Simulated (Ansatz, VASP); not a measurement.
## AlP in VASP and in Ansatz

```
CELL_PARAMETERS angstrom
0.00000 2.71682 2.71682
2.71682 0.00000 2.71682
2.71682 2.71682 0.00000
ATOMIC_POSITIONS crystal
Al 0.00000 0.00000 0.00000
P 0.75000 0.75000 0.75000
```

Alike in both runs: task single point; functional PBEsol; k mesh 8 × 8 × 8; no spin polarisation.

|  | VASP | Ansatz |
| --- | --- | --- |
| version | VASP 6.6.1 | Ansatz 0.2.0 |
| potentials or method | VASP PAW PBE potentials, release 64 (Al, P), cutoff 500 eV | scalar-relativistic, plane waves, PAW |
| occupations | gaussian, width 0.01 eV | fixed |
| valence electrons in the cell | 8 | 8 |

VASP gave:

```
gap on the k mesh at the Fermi level (eV) : 1.41
least direct gap on the mesh (eV)         : 3.33
pressure (GPa)                            : 1.9
```

Q: Estimate Ansatz's values.

A: gap on the k mesh at the Fermi level (eV): 1.41; least direct gap on the mesh (eV): 3.32; pressure (GPa): 1.8.

VASP's potentials were made for PBE, not for PBEsol.
